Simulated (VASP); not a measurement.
Wanted: the native input for a VASP 6.6.1 run.

```yaml
Task: single point
Functional: LDA
Potentials_or_basis: VASP PAW LDA potentials, release 64 (Al)
Cutoff: 520 eV
k_mesh: 11 × 11 × 3
Occupations: fermi-dirac, width 0.05 eV
Spin: no spin polarisation
Dipole_correction: no
Further_INCAR_settings: ALGO = Normal; EDIFF = 1e-07; NBANDS = 14
```

The structure of Al lies in POSCAR:

```
Al
1.0
    2.7693653812      0.0000000000      0.0000000000
   -1.3846826906      2.3983407724      0.0000000000
    0.0000000000      0.0000000000      8.9984712061
Al
4
Direct
    0.6666666667      0.3333333333      0.7500000000
    0.0000000000      0.0000000000      0.5000000000
    0.3333333333      0.6666666667      0.2500000000
    0.0000000000      0.0000000000      0.0000000000
```

These files were run (other wordings do the same):

INCAR

```
SYSTEM = Al
PREC     = Accurate       ! precision mode
ENCUT    = 520            ! plane-wave cutoff, eV
EDIFF    = 1E-7           ! SCF threshold, eV
ISMEAR   = -1             ! smearing method
SIGMA    = 0.05           ! smearing width, eV
LREAL    = .False.        ! projectors in reciprocal space
LASPH    = .True.         ! aspherical terms in the spheres
NELM     = 60             ! most SCF steps
ALGO     = Normal         ! electronic algorithm
ISIF     = 2              ! what is computed and relaxed
LWAVE    = .False.        ! write WAVECAR
LCHARG   = .False.        ! write CHGCAR
GGA      = CA             ! functional
NBANDS   = 14             ! bands
```

KPOINTS

```
Automatic mesh
0
Gamma
  11 11 3
  0 0 0
```

Potentials or basis: VASP PAW LDA potentials, release 64 (Al).

Run with:

```sh
$ cat potpaw_LDA.64/Al/POTCAR > POTCAR
$ mpirun -np 1 vasp_std > vasp.out
```

It gave:

```yaml
Pressure: 5.9 GPa
Band_gap_on_the_k_mesh: zero (band 6 reaches 12.98 eV, above the bottom of band 7 at 6.90 eV)
```

Wall time 16 s on 1 thread of Intel Xeon 6975P-C, on a shared host, peak memory 0.16 GiB.
